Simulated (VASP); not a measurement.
# Sc2F3 (R-3m) in VASP: single point with PBE

Aim: the single point of Sc2F3 with PBE.

All numbers are computed with VASP 6.6.1; they aren't measurements. Logs are shortened: lines on timing, memory, paths and dates and some standing lists are left out, and cuts for length are marked.

## Step 1: The cell of the first run

The structure is trigonal, space group R-3m (No. 166). Conventional cell: a = 3.391 Å, b = 3.391 Å, c = 22.908 Å, α = 90.00°, β = 90.00°, γ = 120.00°. Sc (site symmetry 3m) has 6 F at 2.25 to 2.33 Å within 3.0 Å. Within 3.1 Å of F (site symmetry -3m) lie 6 Sc at 2.33 Å and 6 F at 3.07 Å. Within 3.0 Å of F (site symmetry 3m) lie 3 Sc at 2.25 Å.

## Step 2: Single point, PBE, collinear spin, ferromagnetic start

Contents of INCAR:

```
SYSTEM = Sc2F3
  PREC = Accurate
  ENCUT = 520
  EDIFF = 1E-6
  ISMEAR = 0
  SIGMA = 0.1
  LREAL = .FALSE.
  LASPH = .TRUE.
  NELM = 150
  ALGO = Normal
  ISIF = 2
  LWAVE = .FALSE.
  LCHARG = .FALSE.
  ISPIN = 2
  MAGMOM = 0.37 0.37 0 0 0
  LORBIT = 11
  LMAXMIX = 4
  GGA = PE
  NBANDS = 34
```

Contents of KPOINTS:

```
regular mesh
0
G
  6 6 6
  0 0 0
```

Contents of POSCAR:

```
Sc2F3
1.0
    1.6954252587      0.9788542295      7.6359306060
   -1.6954252587      0.9788542295      7.6359306060
    0.0000000000     -1.9577084590      7.6359306060
Sc F
2 3
Direct
    0.3881423357      0.3881423357      0.3881423357
    0.6118576643      0.6118576643      0.6118576643
    0.0000000000      0.0000000000      0.0000000000
    0.2303352413      0.2303352413      0.2303352413
    0.7696647587      0.7696647587      0.7696647587
```

Potentials or basis: VASP PAW PBE potentials, release 64 (Sc_sv, F).

Launch:

```bash
$ cat potpaw_PBE.64/Sc_sv/POTCAR potpaw_PBE.64/F/POTCAR > POTCAR
$ mpirun -np 1 vasp_std > vasp.out
```

OUTCAR:

```text
SYSTEM = Sc2F3
   PREC = Accurate
   ENCUT = 520
   EDIFF = 1E-6
   ISMEAR = 0
   LREAL = .FALSE.
   LASPH = .TRUE.
   NELM = 150
   ISIF = 2
   ISPIN = 2
   LORBIT = 11
   GGA = PE

 ion  position               nearest neighbor table
   1  0.388  0.388  0.388-   5 2.25   5 2.25   5 2.25   3 2.33   3 2.33   3 2.33   2 3.18   2 3.18
                             2 3.18
   2  0.612  0.612  0.612-   4 2.25   4 2.25   4 2.25   3 2.33   3 2.33   3 2.33   1 3.18   1 3.18
                             1 3.18
   3  0.000  0.000  0.000-   2 2.33   1 2.33   2 2.33   2 2.33   1 2.33   1 2.33
   4  0.230  0.230  0.230-   2 2.25   2 2.25   2 2.25
   5  0.770  0.770  0.770-   1 2.25   1 2.25   1 2.25

  LATTYP: Found a trigonal (rhomboedric) cell.
 ALAT       =     7.8828965888
 COS(alpha) =     0.9074842583

  Lattice vectors:

 A1 = (   1.6954252587,   0.9788542295,   7.6359306060)
 A2 = (  -1.6954252587,   0.9788542295,   7.6359306060)
 A3 = (   0.0000000000,  -1.9577084590,   7.6359306060)

Analysis of symmetry for initial positions (statically):
=====================================================================
 Subroutine PRICEL returns:
 Original cell was already a primitive cell.

 Routine SETGRP: Setting up the symmetry group for a
 trigonal (rhombohedral) supercell.

 Subroutine GETGRP returns: Found 12 space group operations
 (whereof 12 operations were pure point group operations)
 out of a pool of 12 trial point group operations.

The static configuration has the point symmetry D_3d.

Analysis of symmetry for dynamics (positions and initial velocities):
=====================================================================
 Subroutine PRICEL returns:
 Original cell was already a primitive cell.

 Routine SETGRP: Setting up the symmetry group for a
 trigonal (rhombohedral) supercell.

 Subroutine GETGRP returns: Found 12 space group operations
 (whereof 12 operations were pure point group operations)
 out of a pool of 12 trial point group operations.

The dynamic configuration has the point symmetry D_3d.

Analysis of structural, dynamic, and magnetic symmetry:
=====================================================================
 Subroutine PRICEL returns:
 Original cell was already a primitive cell.

 Routine SETGRP: Setting up the symmetry group for a
 trigonal (rhombohedral) supercell.

 Subroutine GETGRP returns: Found 12 space group operations
 (whereof 12 operations were pure point group operations)
 out of a pool of 12 trial point group operations.

The overall configuration has the point symmetry D_3d.

 Subroutine INISYM returns: Found 12 space group operations
 (whereof 12 operations are pure point group operations),
 and found     1 'primitive' translations

----------------------------------------------------------------------------------------

                                     Primitive cell

  volume of cell :      76.0344

  direct lattice vectors                    reciprocal lattice vectors
     1.695425259  0.978854230  7.635930606     0.294911260  0.170267096  0.043653269
    -1.695425259  0.978854230  7.635930606    -0.294911260  0.170267096  0.043653269
     0.000000000 -1.957708459  7.635930606     0.000000000 -0.340534191  0.043653269

  length of vectors
     7.882896589  7.882896589  7.882896589     0.343320759  0.343320759  0.343320759

  position of ions in fractional coordinates (direct lattice)
     0.388142336  0.388142336  0.388142336
     0.611857664  0.611857664  0.611857664
     0.000000000  0.000000000  0.000000000
     0.230335241  0.230335241  0.230335241
     0.769664759  0.769664759  0.769664759

  ion indices of the primitive-cell ions
   primitive index   ion index
                 1           1
                 2           2
                 3           3
                 4           4
                 5           5

----------------------------------------------------------------------------------------

 KPOINTS: regular mesh

Automatic generation of k-mesh.
 Grid dimensions read from file:
 generate k-points for:    6    6    6

 Generating k-lattice:

  Cartesian coordinates                     Fractional coordinates (reciprocal lattice)
     0.049151877  0.028377849  0.007275545     0.166666667  0.000000000  0.000000000
    -0.049151877  0.028377849  0.007275545     0.000000000  0.166666667  0.000000000
     0.000000000 -0.056755699  0.007275545     0.000000000  0.000000000  0.166666667

  Length of vectors
     0.057220126  0.057220126  0.057220126

  Shift w.r.t. Gamma in fractional coordinates (k-lattice)
     0.000000000  0.000000000  0.000000000

 Subroutine IBZKPT returns following result:
 ===========================================

 Found     32 irreducible k-points:

 Following reciprocal coordinates:
            Coordinates               Weight
  0.000000  0.000000  0.000000      1.000000
  0.166667  0.000000  0.000000      6.000000
  0.333333  0.000000  0.000000      6.000000
  0.500000  0.000000  0.000000      3.000000
  0.166667  0.166667  0.000000      6.000000
  0.333333  0.166667  0.000000     12.000000
[... 16 lines left out ...]
  0.500000  0.500000  0.166667      6.000000
 -0.333333  0.500000  0.166667     12.000000
 [... further k-points ...]
   k-points           NKPTS =     32   k-points in BZ     NKDIM =     32   number of bands    NBANDS=     34
   number of dos      NEDOS =    301   number of ions     NIONS =      5
   total plane-waves  NPLWV = 216000
   dimension x,y,z NGX =    60 NGY =   60 NGZ =   60
   dimension x,y,z NGXF=   120 NGYF=  120 NGZF=  120
   ions per type =               2   3
   NGX,Y,Z   is equivalent  to a cutoff of  12.65, 12.65, 12.65 a.u.
   NGXF,Y,Z  is equivalent  to a cutoff of  25.31, 25.31, 25.31 a.u.
 SYSTEM =  Sc2F3
   PREC   = accura    normal or accurate (medium, high low for compatibility)
   ISTART =      0    job   : 0-new  1-cont  2-samecut
   ICHARG =      2    charge: 1-file 2-atom 10-const
   ISPIN  =      2    spin polarized calculation?
   LNONCOLLINEAR =      F non collinear calculations
   LSORBIT =      F    spin-orbit coupling
   LASPH  =      T    aspherical Exc in radial PAW
   ENCUT  =  520.0 eV  38.22 Ry    6.18 a.u.  14.66 14.66 14.66*2*pi/ulx,y,z
   NELM   =    150;   NELMIN=  2; NELMDL= -5     # of ELM steps
   EDIFF  = 0.1E-05   stopping-criterion for ELM
   LREAL  =      F    real-space projection
   EDIFFG = 0.1E-04   stopping-criterion for IOM
   NSW    =      0    number of steps for IOM
   IBRION =     -1    ionic relax: 0-MD 1-quasi-New 2-CG
   NFREE  =      0    steps in history (QN), initial steepest desc. (CG)
   ISIF   =      2    stress and relaxation
   ISYM   =      2    0-nonsym 1-usesym 2-fastsym
   POTIM  = 0.5000    time-step for ionic-motion
   TEBEG  =    0.0;   TEEND  =   0.0 temperature during run
   PSTRESS=    0.0 pullay stress
   NELECT =      43.0000    total number of electrons
   NUPDOWN=      -1.0000    fix difference up-down
   EMIN   =  10.00;   EMAX   =-10.00  energy-range for DOS
   EFERMI =   0.00;   METHOD = LEGACY
   ISMEAR =     0;   SIGMA  =   0.10  broadening in eV -4-tet -1-fermi 0-gaus
   EFERMI_NEDOS =   21; number of points for ismear=-14 and -15
   IALGO  =     38    algorithm
   IMIX   =      4    mixing-type and parameters
     AMIX     =   0.40;   BMIX     =  1.00
     AMIX_MAG =   1.60;   BMIX_MAG =  1.00
  volume/ion in A,a.u.               =      15.21       102.62
  Fermi-wavevector in a.u.,A,eV,Ry     =   1.353820  2.558349 24.937158  1.832829
  Thomas-Fermi vector in A             =   2.481044
   LORBIT       =     11    0 simple, 1 ext, 2 COOP (PROOUT), +10 PAW based schemes
   GGA     = PE    functional components
   LHFCALC =     F    Hartree Fock is set to
   AEXX    =    0.0000 exact exchange contribution
   IVDW    =     0    specifies the selected vdW correction
   LEPSILON=     F    determine dielectric tensor
   LRPA    =     F    only Hartree local field effects (RPA)
 spin polarized calculation
 Gauss-broadening in eV      SIGMA  =   0.10
  energy-cutoff  :      520.00
  volume of cell :       76.03
 maximum number of plane-waves:      2066
 NGX is ok and might be reduce to    60
   NGX = 29   NGY = 29   NGZ = 29

 number of electron      43.0000016 magnetization       0.4470126

 Free energy of the ion-electron system (eV)
  ---------------------------------------------------
  ext. energy  EPLUGINS =         0.00000000
  ---------------------------------------------------
  free energy    TOTEN  =       -30.86851034 eV

  energy without entropy =      -30.84774307  energy(sigma->0) =      -30.85812670

 E-fermi :   4.8370     XC(G=0):  -9.4323

 val. band max:        4.8325149353   @ k =  -0.1667   0.1667   0.1667
 cond. band min:       4.8434765564   @ k =   0.5000   0.1667   0.1667
 fundamental gap:      0.0109616211
 Fermi energy:         4.8370459900

 spin component 1

 k-point     1 :       0.0000    0.0000    0.0000
  band No.  band energies     occupation
      1     -45.9115      1.00000
      2     -45.8635      1.00000
      3     -25.1046      1.00000
      4     -24.5201      1.00000
      5     -24.5201      1.00000
      6     -24.5158      1.00000
[... 25 lines left out ...]
     32       7.6298      0.00000
     33       7.6298      0.00000

 k-point     2 :       0.1667    0.0000    0.0000
  band No.  band energies     occupation
      1     -45.9004      1.00000
      2     -45.8583      1.00000
      3     -25.0649      1.00000
      4     -24.6906      1.00000
      5     -24.6306      1.00000
      6     -24.5446      1.00000
[... 25 lines left out ...]
     32       8.3236      0.00000
     33       8.7545      0.00000
[... 754 lines left out ...]
     32       8.4521      0.00000
     33      11.5383      0.00000

 k-point    24 :      -0.3333    0.5000    0.1667
  band No.  band energies     occupation
      1     -45.8624      1.00000
      2     -45.8472      1.00000
      3     -25.2315      1.00000
      4     -24.8864      1.00000
      5     -24.7174      1.00000
      6     -24.5723      1.00000
[... 25 lines left out ...]
     32       9.5252      0.00000
     33      11.5125      0.00000

 [... further k-points ...]

 spin component 2

 k-point     1 :       0.0000    0.0000    0.0000
  band No.  band energies     occupation
      1     -45.7905      1.00000
      2     -45.7430      1.00000
      3     -24.9894      1.00000
      4     -24.3976      1.00000
      5     -24.3976      1.00000
      6     -24.3973      1.00000
[... 25 lines left out ...]
     32       7.7034      0.00000
     33       7.7034      0.00000

 k-point     2 :       0.1667    0.0000    0.0000
  band No.  band energies     occupation
      1     -45.7793      1.00000
      2     -45.7377      1.00000
      3     -24.9500      1.00000
      4     -24.5723      1.00000
      5     -24.5136      1.00000
      6     -24.4222      1.00000
[... 25 lines left out ...]
     32       8.4058      0.00000
     33       8.8683      0.00000
[... 754 lines left out ...]
     32       8.5214      0.00000
     33      11.6732      0.00000

 k-point    24 :      -0.3333    0.5000    0.1667
  band No.  band energies     occupation
      1     -45.7414      1.00000
      2     -45.7264      1.00000
      3     -25.1246      1.00000
      4     -24.7703      1.00000
      5     -24.5990      1.00000
      6     -24.4510      1.00000
[... 25 lines left out ...]
     32       9.6127      0.00000
     33      11.6388      0.00000

 [... further k-points ...]

 [bands above 33 left out]

------------------------ aborting loop because EDIFF is reached ----------------------------------------

  FORCE on cell =-STRESS in cart. coord.  units (eV):
  Direction    XX          YY          ZZ          XY          YZ          ZX
  --------------------------------------------------------------------------------------
  -------------------------------------------------------------------------------------
  Total        0.1990771      0.1990771      0.0839750     -0.0000000     -0.0000000      0.0000000
  in kB        4.1949028      4.1949028      1.7695010     -0.0000000     -0.0000000      0.0000000
  external PRESSURE =       3.3864355 kB  Pullay stress =       0.0000000 kB

 VOLUME and BASIS-vectors are now :
 -----------------------------------------------------------------------------
  energy-cutoff  :      520.00
  volume of cell :       76.03
      direct lattice vectors                 reciprocal lattice vectors
     1.695425259  0.978854230  7.635930606     0.294911260  0.170267096  0.043653269
    -1.695425259  0.978854230  7.635930606    -0.294911260  0.170267096  0.043653269
     0.000000000 -1.957708459  7.635930606     0.000000000 -0.340534191  0.043653269

 POSITION                                       TOTAL-FORCE (eV/Angst)
 -----------------------------------------------------------------------------------
      0.00000      0.00000      8.89148         0.000000     -0.000000      0.018017
      0.00000      0.00000     14.01631         0.000000     -0.000000     -0.018017
      0.00000      0.00000      0.00000         0.000000     -0.000000      0.000000
      0.00000      0.00000      5.27647         0.000000      0.000000     -0.025777
      0.00000      0.00000     17.63132         0.000000      0.000000      0.025777
 -----------------------------------------------------------------------------------
    total drift:                                0.000000      0.000000     -0.000000

  FREE ENERGIE OF THE ION-ELECTRON SYSTEM (eV)
  ---------------------------------------------------
  free  energy   TOTEN  =       -30.8685103413 eV

  energy  without entropy=      -30.8477430683  energy(sigma->0) =      -30.85812670

 total charge

# of ion       s       p       d       tot
------------------------------------------
    1        2.152   6.082   1.216   9.449
    2        2.152   6.082   1.216   9.449
    3        1.748   4.350   0.000   6.098
    4        1.737   4.347   0.000   6.084
    5        1.737   4.347   0.000   6.084
--------------------------------------------------
tot          9.525  25.208   2.431  37.164

 magnetization (x)

# of ion       s       p       d       tot
------------------------------------------
    1        0.005   0.005   0.139   0.148
    2        0.005   0.005   0.139   0.148
    3        0.001   0.029   0.000   0.030
    4       -0.000   0.007   0.000   0.007
    5       -0.000   0.007   0.000   0.007
--------------------------------------------------
tot          0.011   0.052   0.277   0.339
```

It took 14 min on 1 thread of Intel Xeon Platinum 8375C at 2.90GHz (Ice Lake), shared host; peak memory 0.65 GiB.

Results:

```yaml
Free_energy: -30.8685 eV
Pressure: 0.3 GPa
Largest_force: 0.026 eV/Å
Net_moment: 0.45 μB per cell
Site_moments: Sc +0.15; F +0.03, +0.01 μB
Valence_electrons_inside_the_program's_atomic_spheres: Sc 9.45; F 6.10, 6.08
```

Forces in eV/Å, atoms in the order of the input:
```
Sc   0.000  0.000  0.018
Sc   0.000  0.000 -0.018
F    0.000  0.000  0.000
F    0.000  0.000 -0.026
F    0.000  0.000  0.026
```
